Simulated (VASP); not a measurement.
A run of VASP 6.6.1:

Contents of INCAR:

```
  ALGO = Normal
  EDIFF = 1E-6
  ENCUT = 520
  GGA = PS
  ISIF = 2
  ISMEAR = -1
  LASPH = True
  LCHARG = False
  LREAL = False
  LWAVE = False
  NBANDS = 54
  NELM = 60
  PREC = Accurate
  SIGMA = 0.0137
```

KPOINTS

```
k-points
0
Gamma
  7 7 7
```

Contents of POSCAR:

```
Ta3Au
1.0
    5.2216650000      0.0000000000      0.0000000000
    0.0000000000      5.2216650000      0.0000000000
    0.0000000000      0.0000000000      5.2216650000
Ta Au
6 2
Direct
    0.2500000000      0.0000000000      0.5000000000
    0.5000000000      0.7500000000      0.0000000000
    0.7500000000      0.0000000000      0.5000000000
    0.5000000000      0.2500000000      0.0000000000
    0.0000000000      0.5000000000      0.7500000000
    0.0000000000      0.5000000000      0.2500000000
    0.0000000000      0.0000000000      0.0000000000
    0.5000000000      0.5000000000      0.5000000000
```

Potentials or basis: VASP PAW PBE potentials, release 64 (Ta_pv, Au).

Command:

```console
$ cat potpaw_PBE.64/Ta_pv/POTCAR potpaw_PBE.64/Au/POTCAR > POTCAR
$ mpirun -np 1 vasp_std > vasp.out
```

Hardware: 1 thread of Intel(R) Xeon(R) Platinum 8375C CPU @ 2.90GHz (Ice Lake), on a shared host.

**Question.** How long does it take, and how much memory?

**Answer.** Wall time 2.7 min on 1 thread of Intel(R) Xeon(R) Platinum 8375C CPU @ 2.90GHz (Ice Lake) (shared host), peak memory 0.3 GiB. Counts: scf iterations 14, k points 20.
